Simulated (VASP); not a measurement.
# TiO2 (I4/m) in VASP: further runs

TiO2 is run at these levels: PBE+D4, PBE, revPBE; tasks: single point.

Program: VASP 6.6.1. These are calculated values, not measurements. Logs are shortened: lines on timing, memory, paths and dates and some standing lists are left out, and cuts for length are marked.

**1. The cell of the first run**

The structure is tetragonal, space group I4/m (No. 87). The conventional cell has a = 8.759 Å, b = 8.759 Å, c = 3.746 Å, α = 90.00°, β = 90.00°, γ = 90.00°. Within 2.4 Å of Ti (site symmetry m) lie 6 O at 1.77 to 2.38 Å. Within 3.1 Å of O (site symmetry m) lie 4 Ti at 1.95 to 2.38 Å and 11 O at 2.66 to 3.01 Å. Within 2.3 Å of O (site symmetry m) lie 2 Ti at 1.77 to 1.85 Å.

**2. Single point, PBE+D4**

INCAR

```
PREC = Accurate
ENCUT = 520
EDIFF = 1E-7
ISMEAR = -1
SIGMA = 0.05
LREAL = F
LASPH = T
NELM = 80
ALGO = Normal
ISIF = 2
LWAVE = F
LCHARG = F
GGA = PE
IVDW = 13
NBANDS = 60
```

KPOINTS

```
regular mesh
0
Gamma
  8 8 8
```

POSCAR

```
TiO2
1.0
   -4.3795777988      4.3795777988      1.8731104148
    4.3795777988     -4.3795777988      1.8731104148
    4.3795777988      4.3795777988     -1.8731104148
Ti O
4 8
Direct
    0.2899605134      0.9878969357      0.2778574490
    0.0121030643      0.2899605134      0.3020635777
    0.9878969357      0.7100394866      0.6979364223
    0.7100394866      0.0121030643      0.7221425510
    0.4936644834      0.8476438152      0.3413082986
    0.1627315714      0.1559618986      0.3186934700
    0.1523561848      0.4936644834      0.6460206681
    0.1559618986      0.8372684286      0.9932303271
    0.8440381014      0.1627315714      0.0067696729
    0.8476438152      0.5063355166      0.3539793319
    0.8372684286      0.8440381014      0.6813065300
    0.5063355166      0.1523561848      0.6586917014
```

Potentials or basis: VASP PAW PBE potentials, release 64 (Ti_sv, O).

On the command line:

```bash
cat potpaw_PBE.64/Ti_sv/POTCAR potpaw_PBE.64/O/POTCAR > POTCAR
mpirun -np 1 vasp_std > vasp.out
```

OUTCAR:

```text
PREC = Accurate
   ENCUT = 520
   EDIFF = 1E-7
   ISMEAR = -1
   LREAL = F
   LASPH = T
   NELM = 80
   ISIF = 2
   GGA = PE
   IVDW = 13

 ion  position               nearest neighbor table
   1  0.290  0.988  0.278-   8 1.77   6 1.85  10 1.95  10 1.95   5 2.17  12 2.38
   2  0.012  0.290  0.302-   6 1.77   9 1.85   5 1.95   5 1.95   7 2.17  10 2.38
   3  0.988  0.710  0.698-  11 1.77   8 1.85  12 1.95  12 1.95  10 2.17   7 2.38
   4  0.710  0.012  0.722-   9 1.77  11 1.85   7 1.95   7 1.95  12 2.17   5 2.38
   5  0.494  0.848  0.341-   2 1.95   2 1.95   1 2.17   4 2.38
   6  0.163  0.156  0.319-   2 1.77   1 1.85
   7  0.152  0.494  0.646-   4 1.95   4 1.95   2 2.17   3 2.38
   8  0.156  0.837  0.993-   1 1.77   3 1.85
   9  0.844  0.163  0.007-   4 1.77   2 1.85
  10  0.848  0.506  0.354-   1 1.95   1 1.95   3 2.17   2 2.38
  11  0.837  0.844  0.681-   3 1.77   4 1.85
  12  0.506  0.152  0.659-   3 1.95   3 1.95   4 2.17   1 2.38

  LATTYP: Found a body centered tetragonal cell.
 ALAT       =     8.7591555976
 C/A-ratio  =     0.4276920061

  Lattice vectors:

 A1 = (  -4.3795777988,   4.3795777988,   1.8731104148)
 A2 = (   4.3795777988,  -4.3795777988,   1.8731104148)
 A3 = (   4.3795777988,   4.3795777988,  -1.8731104148)

Analysis of symmetry for initial positions (statically):
=====================================================================
 Subroutine PRICEL returns:
 Original cell was already a primitive cell.

 Routine SETGRP: Setting up the symmetry group for a
 body centered tetragonal supercell.

 Subroutine GETGRP returns: Found  8 space group operations
 (whereof  8 operations were pure point group operations)
 out of a pool of 16 trial point group operations.

The static configuration has the point symmetry C_4h.

Analysis of symmetry for dynamics (positions and initial velocities):
=====================================================================
 Subroutine PRICEL returns:
 Original cell was already a primitive cell.

 Routine SETGRP: Setting up the symmetry group for a
 body centered tetragonal supercell.

 Subroutine GETGRP returns: Found  8 space group operations
 (whereof  8 operations were pure point group operations)
 out of a pool of 16 trial point group operations.

The dynamic configuration has the point symmetry C_4h.

 Subroutine INISYM returns: Found  8 space group operations
 (whereof  8 operations are pure point group operations),
 and found     1 'primitive' translations

----------------------------------------------------------------------------------------

                                     Primitive cell

  volume of cell :     143.7103

  direct lattice vectors                    reciprocal lattice vectors
    -4.379577799  4.379577799  1.873110415     0.000000000  0.114166256  0.266935679
     4.379577799 -4.379577799  1.873110415     0.114166256  0.000000000  0.266935679
     4.379577799  4.379577799 -1.873110415     0.114166256  0.114166256  0.000000000

  length of vectors
     6.470699036  6.470699036  6.470699036     0.290324974  0.290324974  0.161455468

  position of ions in fractional coordinates (direct lattice)
     0.289960513  0.987896936  0.277857449
     0.012103064  0.289960513  0.302063578
     0.987896936  0.710039487  0.697936422
     0.710039487  0.012103064  0.722142551
     0.493664483  0.847643815  0.341308299
     0.162731571  0.155961899  0.318693470
     0.152356185  0.493664483  0.646020668
     0.155961899  0.837268429  0.993230327
     0.844038101  0.162731571  0.006769673
     0.847643815  0.506335517  0.353979332
     0.837268429  0.844038101  0.681306530
     0.506335517  0.152356185  0.658691701

  ion indices of the primitive-cell ions
   primitive index   ion index
                 1           1
                 2           2
                 3           3
                 4           4
                 5           5
                 6           6
                 7           7
                 8           8
                 9           9
                10          10
                11          11
                12          12

----------------------------------------------------------------------------------------

 KPOINTS: regular mesh

Automatic generation of k-mesh.
 Grid dimensions read from file:
 generate k-points for:    8    8    8

 Generating k-lattice:

  Cartesian coordinates                     Fractional coordinates (reciprocal lattice)
     0.000000000  0.014270782  0.033366960     0.125000000  0.000000000  0.000000000
     0.014270782  0.000000000  0.033366960     0.000000000  0.125000000  0.000000000
     0.014270782  0.014270782  0.000000000     0.000000000  0.000000000  0.125000000

  Length of vectors
     0.036290622  0.036290622  0.020181933

  Shift w.r.t. Gamma in fractional coordinates (k-lattice)
     0.000000000  0.000000000  0.000000000

 Subroutine IBZKPT returns following result:
 ===========================================

 Found     78 irreducible k-points:

 Following reciprocal coordinates:
            Coordinates               Weight
  0.000000  0.000000  0.000000      1.000000
  0.125000  0.000000  0.000000      8.000000
  0.250000  0.000000  0.000000      8.000000
  0.375000  0.000000  0.000000      8.000000
  0.500000  0.000000  0.000000      4.000000
  0.125000  0.125000  0.000000      8.000000
[... 16 lines left out ...]
 -0.375000  0.250000  0.000000      8.000000
 -0.250000  0.375000  0.000000      8.000000
 [... further k-points ...]
   k-points           NKPTS =     78   k-points in BZ     NKDIM =     78   number of bands    NBANDS=     60
   number of dos      NEDOS =    301   number of ions     NIONS =     12
   total plane-waves  NPLWV = 110592
   dimension x,y,z NGX =    48 NGY =   48 NGZ =   48
   dimension x,y,z NGXF=    96 NGYF=   96 NGZF=   96
   ions per type =               4   8
   NGX,Y,Z   is equivalent  to a cutoff of  12.33, 12.33, 12.33 a.u.
   NGXF,Y,Z  is equivalent  to a cutoff of  24.66, 24.66, 24.66 a.u.
 SYSTEM =  unknown system
   PREC   = accura    normal or accurate (medium, high low for compatibility)
   ISTART =      0    job   : 0-new  1-cont  2-samecut
   ICHARG =      2    charge: 1-file 2-atom 10-const
   ISPIN  =      1    spin polarized calculation?
   LNONCOLLINEAR =      F non collinear calculations
   LSORBIT =      F    spin-orbit coupling
   LASPH  =      T    aspherical Exc in radial PAW
   ENCUT  =  520.0 eV  38.22 Ry    6.18 a.u.  12.03 12.03 12.03*2*pi/ulx,y,z
   NELM   =     80;   NELMIN=  2; NELMDL= -5     # of ELM steps
   EDIFF  = 0.1E-06   stopping-criterion for ELM
   LREAL  =      F    real-space projection
   EDIFFG = 0.1E-05   stopping-criterion for IOM
   NSW    =      0    number of steps for IOM
   IBRION =     -1    ionic relax: 0-MD 1-quasi-New 2-CG
   NFREE  =      0    steps in history (QN), initial steepest desc. (CG)
   ISIF   =      2    stress and relaxation
   ISYM   =      2    0-nonsym 1-usesym 2-fastsym
   POTIM  = 0.5000    time-step for ionic-motion
   TEBEG  =    0.0;   TEEND  =   0.0 temperature during run
   PSTRESS=    0.0 pullay stress
   NELECT =      96.0000    total number of electrons
   NUPDOWN=      -1.0000    fix difference up-down
   EMIN   =  10.00;   EMAX   =-10.00  energy-range for DOS
   EFERMI =   0.00;   METHOD = LEGACY
   ISMEAR =    -1;   SIGMA  =   0.05  broadening in eV -4-tet -1-fermi 0-gaus
   EFERMI_NEDOS =   21; number of points for ismear=-14 and -15
   IALGO  =     38    algorithm
   IMIX   =      4    mixing-type and parameters
     AMIX     =   0.40;   BMIX     =  1.00
     AMIX_MAG =   1.60;   BMIX_MAG =  1.00
  volume/ion in A,a.u.               =      11.98        80.82
  Fermi-wavevector in a.u.,A,eV,Ry     =   1.431098  2.704383 27.865285  2.048041
  Thomas-Fermi vector in A             =   2.550871
   LORBIT       =      0    0 simple, 1 ext, 2 COOP (PROOUT), +10 PAW based schemes
   GGA     = PE    functional components
   LHFCALC =     F    Hartree Fock is set to
   AEXX    =    0.0000 exact exchange contribution
   IVDW    =    13    specifies the selected vdW correction
   LEPSILON=     F    determine dielectric tensor
   LRPA    =     F    only Hartree local field effects (RPA)
 non-spin polarized calculation
  energy-cutoff  :      520.00
  volume of cell :      143.71
 maximum number of plane-waves:      3896
   NGX = 25   NGY = 25   NGZ = 25

 number of electron      96.0000000 magnetization

 Free energy of the ion-electron system (eV)
  ---------------------------------------------------
  ext. energy  EPLUGINS =         0.00000000
  ---------------------------------------------------
  free energy    TOTEN  =      -107.30712334 eV

  energy without entropy =     -107.30712334  energy(sigma->0) =     -107.30712334

 E-fermi :   4.0019     XC(G=0): -10.3942

 val. band max:        2.9355435214   @ k =   0.5000   0.5000   0.5000
 cond. band min:       4.9470877160   @ k =   0.0000   0.0000   0.0000
 fundamental gap:      2.0115441946
 Fermi energy:         4.0019179905

 k-point     1 :       0.0000    0.0000    0.0000
  band No.  band energies     occupation
      1     -53.3246      2.00000
      2     -53.3072      2.00000
      3     -53.3072      2.00000
      4     -53.2922      2.00000
      5     -29.7639      2.00000
      6     -29.7401      2.00000
[... 52 lines left out ...]
     59       7.8465      0.00000
     60       7.9035      0.00000

 k-point     2 :       0.1250    0.0000    0.0000
  band No.  band energies     occupation
      1     -53.3230      2.00000
      2     -53.3069      2.00000
      3     -53.3069      2.00000
      4     -53.2930      2.00000
      5     -29.7580      2.00000
      6     -29.7388      2.00000
[... 52 lines left out ...]
     59       7.6227      0.00000
     60       7.7047      0.00000

 k-point     3 :       0.2500    0.0000    0.0000
  band No.  band energies     occupation
      1     -53.3187      2.00000
      2     -53.3060      2.00000
      3     -53.3060      2.00000
      4     -53.2955      2.00000
      5     -29.7449      2.00000
      6     -29.7356      2.00000
[... 1312 lines left out ...]
     59       7.5647      0.00000
     60       7.7186      0.00000

 k-point    24 :      -0.2500    0.3750    0.0000
  band No.  band energies     occupation
      1     -53.3215      2.00000
      2     -53.3084      2.00000
      3     -53.3054      2.00000
      4     -53.2945      2.00000
      5     -29.7492      2.00000
      6     -29.7348      2.00000
[... 52 lines left out ...]
     59       7.5606      0.00000
     60       7.7088      0.00000

 [... further k-points ...]

------------------------ aborting loop because EDIFF is reached ----------------------------------------

  DFT-D4 for vdW energy calculation

  Edisp (eV):   -2.18202

  FORCE on cell =-STRESS in cart. coord.  units (eV):
  Direction    XX          YY          ZZ          XY          YZ          ZX
  --------------------------------------------------------------------------------------
  -------------------------------------------------------------------------------------
  Total       0.60303     0.60303     0.43751     0.00000     0.00000     0.00000
  in kB       6.72295     6.72295     4.87770     0.00002     0.00000     0.00000
  external pressure =        6.11 kB  Pullay stress =        0.00 kB

 VOLUME and BASIS-vectors are now :
 -----------------------------------------------------------------------------
  energy-cutoff  :      520.00
  volume of cell :      143.71
      direct lattice vectors                 reciprocal lattice vectors
    -4.379577799  4.379577799  1.873110415     0.000000000  0.114166256  0.266935679
     4.379577799 -4.379577799  1.873110415     0.114166256  0.000000000  0.266935679
     4.379577799  4.379577799 -1.873110415     0.114166256  0.114166256  0.000000000

 POSITION                                       TOTAL-FORCE (eV/Angst)
 -----------------------------------------------------------------------------------
      4.27357     -1.83977      1.87311         0.024998      0.090210     -0.000000
      2.53981      0.10601      0.00000         0.090210     -0.024998      0.000000
      1.83977      4.27357      1.87311        -0.090210      0.024998      0.000000
      0.10601      6.21935     -0.00000        -0.024998     -0.090210      0.000000
      3.04507     -0.05549      1.87311         0.012392      0.001519     -0.000000
      1.36609      1.42539      0.00000        -0.021805      0.033911      0.000000
      4.32408      1.33451      0.00000         0.001519     -0.012392      0.000000
      7.33376      1.36609      0.00000        -0.033911     -0.021805      0.000000
     -2.95419      3.01348      1.87311         0.033911      0.021805     -0.000000
      0.05549      3.04507      1.87311        -0.001519      0.012392      0.000000
      3.01348      2.95419      1.87311         0.021805     -0.033911      0.000000
      1.33451      4.43507     -0.00000        -0.012392     -0.001519      0.000000
 -----------------------------------------------------------------------------------
    total drift:                                0.000000      0.000000     -0.000000

  FREE ENERGIE OF THE ION-ELECTRON SYSTEM (eV)
  ---------------------------------------------------
  free  energy   TOTEN  =      -109.4891482689 eV

  energy  without entropy=     -109.4891482688  energy(sigma->0) =     -109.48914827
```

It took 7.9 min on 1 thread of Intel Xeon 6975P-C (Granite Rapids), shared host; peak memory 0.64 GiB.

What came out:

```yaml
Free_energy: -109.4891 eV
Pressure: 0.6 GPa
Largest_force: 0.094 eV/Å
Band_gap_on_the_k_mesh: 2.01 eV (least direct gap 2.65 eV)
Dispersion_energy_per_atom: -0.182 eV
```

Forces on the atoms (eV/Å):
```
Ti   0.025  0.090  0.000
Ti   0.090 -0.025  0.000
Ti  -0.090  0.025  0.000
Ti  -0.025 -0.090  0.000
O    0.012  0.002  0.000
O   -0.022  0.034  0.000
O    0.002 -0.012  0.000
O   -0.034 -0.022  0.000
O    0.034  0.022  0.000
O   -0.002  0.012  0.000
O    0.022 -0.034  0.000
O   -0.012 -0.002  0.000
```

Levels at points of the mesh, in eV from the valence-band top:
```tsv
k point	band 44	band 45	band 46	band 47	band 48	band 49	band 50	band 51	band 52	band 53
(0.00, 0.00, 0.00)	-1.23	-0.86	-0.82	-0.82	-0.64	2.01	3.15	3.15	3.19	3.54
(0.50, 0.00, 0.00)	-0.98	-0.75	-0.67	-0.60	-0.34	2.97	3.32	3.35	3.50	3.62
(0.50, 0.50, 0.00)	-1.17	-1.08	-0.88	-0.82	-0.60	2.52	2.68	2.90	3.36	3.63
(0.50, 0.50, 0.50)	-1.22	-1.03	-0.97	-0.97	0.00	2.95	2.95	3.04	3.14	3.23
```

(Continued in part 2 of 2.)
